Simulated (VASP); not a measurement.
# Al12Cl in VASP: further runs, part 2 of 2

VASP 6.6.1. The steps go on from the part before.

## Step 4: Single point, PBE+D3(BJ)

The input, INCAR:

```
SYSTEM = Al12Cl
PREC     = Accurate       ! precision mode
ENCUT    = 520            ! plane-wave cutoff, eV
EDIFF    = 1E-6           ! SCF threshold, eV
ISMEAR   = 0              ! smearing method
SIGMA    = 0.1            ! smearing width, eV
LREAL    = .FALSE.        ! projectors in reciprocal space
LASPH    = .TRUE.         ! aspherical terms in the spheres
NELM     = 80             ! most SCF steps
ALGO     = Normal         ! electronic algorithm
ISIF     = 2              ! what is computed and relaxed
LWAVE    = .FALSE.        ! write WAVECAR
LCHARG   = .FALSE.        ! write CHGCAR
LDIPOL   = .TRUE.       
IDIPOL   = 3            
DIPOL    = 0.5 0.5 0.306
GGA      = PE             ! functional
IVDW     = 12             ! dispersion correction
NBANDS   = 34             ! bands
```

The input, KPOINTS:

```
regular mesh
0
G
  5 5 1
  0 0 0
```

The input, POSCAR:

```
Al12Cl
1.0
    5.6314608525      0.0000000000      0.0000000000
    0.0000000000      5.6314608525      0.0000000000
    0.0000000000      0.0000000000     21.1495692393
Al Cl
12 1
Direct
    0.2500000000      0.2500000000      0.1891291475
    0.2500000000      0.7500000000      0.1891291475
    0.7500000000      0.2500000000      0.1891291475
    0.7500000000      0.7500000000      0.1891291475
    0.0000000000      0.0000000000      0.2871045368
    0.0000000000      0.5000000000      0.2871045368
    0.5000000000      0.0000000000      0.2871045368
    0.5000000000      0.5000000000      0.2871045368
    0.2500000000      0.2500000000      0.3853302707
    0.2500000000      0.7500000000      0.3853302707
    0.7500000000      0.2500000000      0.3853302707
    0.7500000000      0.7500000000      0.3853302707
    0.4166666667      0.5000000000      0.5271771313
```

Potentials or basis: VASP PAW PBE potentials, release 64 (Al, Cl).

Launch:

```bash
$ cat potpaw_PBE.64/Al/POTCAR potpaw_PBE.64/Cl/POTCAR > POTCAR
$ mpirun -np 1 vasp_std > vasp.out
```

OUTCAR:

```text
SYSTEM = Al12Cl
   PREC = Accurate
   ENCUT = 520
   EDIFF = 1E-6
   ISMEAR = 0
   LREAL = .FALSE.
   LASPH = .TRUE.
   NELM = 80
   ISIF = 2
   GGA = PE
   IVDW = 12
 IVDW          = 12

 ion  position               nearest neighbor table
   1  0.250  0.250  0.189-   2 2.82   3 2.82   2 2.82   3 2.82   7 2.87   8 2.87   5 2.87   6 2.87

   2  0.250  0.750  0.189-   1 2.82   4 2.82   1 2.82   4 2.82   7 2.87   8 2.87   5 2.87   6 2.87

   3  0.750  0.250  0.189-   1 2.82   4 2.82   4 2.82   1 2.82   7 2.87   8 2.87   5 2.87   6 2.87
[... 15 lines left out ...]
  11  0.750  0.250  0.385-   9 2.82  12 2.82  12 2.82   9 2.82   5 2.88   6 2.88   7 2.88   8 2.88

  12  0.750  0.750  0.385-  10 2.82  11 2.82  11 2.82  10 2.82   5 2.88   6 2.88   7 2.88   8 2.88

  13  0.417  0.500  0.527-

  LATTYP: Found a simple tetragonal cell.
 ALAT       =     5.6314608525
 C/A-ratio  =     3.7556097420

  Lattice vectors:

 A1 = (   5.6314608525,   0.0000000000,   0.0000000000)
 A2 = (   0.0000000000,   5.6314608525,   0.0000000000)
 A3 = (   0.0000000000,   0.0000000000,  21.1495692393)

Analysis of symmetry for initial positions (statically):
=====================================================================
 Subroutine PRICEL returns:
 Original cell was already a primitive cell.

 Routine SETGRP: Setting up the symmetry group for a
 simple tetragonal supercell.

 Subroutine GETGRP returns: Found  2 space group operations
 (whereof  2 operations were pure point group operations)
 out of a pool of 16 trial point group operations.

The static configuration has the point symmetry C_1h.

Analysis of symmetry for dynamics (positions and initial velocities):
=====================================================================
 Subroutine PRICEL returns:
 Original cell was already a primitive cell.

 Routine SETGRP: Setting up the symmetry group for a
 simple tetragonal supercell.

[... 152 lines left out ...]

 dipolmoment           0.000000      0.000000      0.527147 electrons x Angstroem

 Free energy of the ion-electron system (eV)
  ---------------------------------------------------
  ext. energy  EPLUGINS =         0.00000000
  ---------------------------------------------------
  free energy    TOTEN  =       -43.50457855 eV

  energy without entropy =      -43.47864874  energy(sigma->0) =      -43.49161365

 E-fermi :  -1.3701     XC(G=0):  -4.3437

 val. band max:       -1.3856947579   @ k =   0.0000   0.4000   0.0000
 cond. band min:      -1.3495687321   @ k =   0.4000   0.0000   0.0000
 fundamental gap:      0.0361260258
 Fermi energy:        -1.3701350665

 k-point     1 :       0.0000    0.0000    0.0000
  band No.  band energies     occupation
      1     -14.0289      2.00000
      2     -11.6982      2.00000
      3      -9.5504      2.00000
      4      -7.1873      2.00000
      5      -7.1872      2.00000
      6      -7.0668      2.00000
[... 313 lines left out ...]
     32       1.7076      0.00000
     33       1.7956      0.00000
 [bands above 33 left out]

------------------------ aborting loop because EDIFF is reached ----------------------------------------

 vacuum level on the upper side and lower side of the slab       (xc-potential included)         1.295        -1.627

 Edisp (eV)   -2.73381

 E8    (eV) :    -1.2693

  FORCE on cell =-STRESS in cart. coord.  units (eV):
  Direction    XX          YY          ZZ          XY          YZ          ZX
  --------------------------------------------------------------------------------------
  -------------------------------------------------------------------------------------
  Total      -6.74087    -6.84121    -5.90384     0.00000     0.00000    -0.33409
  in kB     -16.10212   -16.34180   -14.10268     0.00000     0.00000    -0.79806
  external pressure =      -15.52 kB  Pullay stress =        0.00 kB

 VOLUME and BASIS-vectors are now :
 -----------------------------------------------------------------------------
  energy-cutoff  :      520.00
  volume of cell :      670.72
      direct lattice vectors                 reciprocal lattice vectors
     5.631460853  0.000000000  0.000000000     0.177573817  0.000000000  0.000000000
     0.000000000  5.631460853  0.000000000     0.000000000  0.177573817  0.000000000
     0.000000000  0.000000000 21.149569239     0.000000000  0.000000000  0.047282287

 POSITION                                       TOTAL-FORCE (eV/Angst)
 -----------------------------------------------------------------------------------
      1.40787      1.40787      4.00000        -0.013049      0.013457      0.074728
      1.40787      4.22360      4.00000        -0.013049     -0.013457      0.074728
      4.22360      1.40787      4.00000         0.009438     -0.036402      0.019031
      4.22360      4.22360      4.00000         0.009438      0.036402      0.019031
      0.00000      0.00000      6.07214        -0.030657      0.000000     -0.050237
      0.00000      2.81573      6.07214         0.014287      0.000000      0.015841
      2.81573      0.00000      6.07214         0.029245      0.000000      0.001540
      2.81573      2.81573      6.07214        -0.000820      0.000000      0.104702
      1.40787      1.40787      8.14957         0.010146      0.020998      0.491440
      1.40787      4.22360      8.14957         0.010146     -0.020998      0.491440
      4.22360      1.40787      8.14957         0.043909     -0.049599      0.208032
      4.22360      4.22360      8.14957         0.043909      0.049599      0.208032
      2.34644      2.81573     11.14957        -0.112941      0.000000     -1.658307
 -----------------------------------------------------------------------------------
    total drift:                               -0.000026     -0.000000     -0.000289

  FREE ENERGIE OF THE ION-ELECTRON SYSTEM (eV)
  ---------------------------------------------------
  free  energy   TOTEN  =       -46.2383839739 eV

  energy  without entropy=      -46.2124541625  energy(sigma->0) =      -46.22541907

 vacuum level on the upper side and lower side of the slab         5.892         2.880
```

Run time: 5.4 min. Hardware: 1 thread of Intel Xeon 6975P-C (Granite Rapids), shared host; peak memory 0.64 GiB.

What came out:

```
Free energy                : -46.2384 eV
Largest force              : 1.662 eV/Å
Dispersion energy per atom : -0.210 eV
```

Forces in eV/Å, atoms in the order of the input:
```
Al  -0.013  0.013  0.075
Al  -0.013 -0.013  0.075
Al   0.009 -0.036  0.019
Al   0.009  0.036  0.019
Al  -0.031  0.000 -0.050
Al   0.014  0.000  0.016
Al   0.029  0.000  0.002
Al  -0.001  0.000  0.105
Al   0.010  0.021  0.491
Al   0.010 -0.021  0.491
Al   0.044 -0.050  0.208
Al   0.044  0.050  0.208
Cl  -0.113  0.000 -1.658
```

Caveat: an odd number of electrons without spin polarisation forces a metal; a magnetic or distorted state may lie lower.
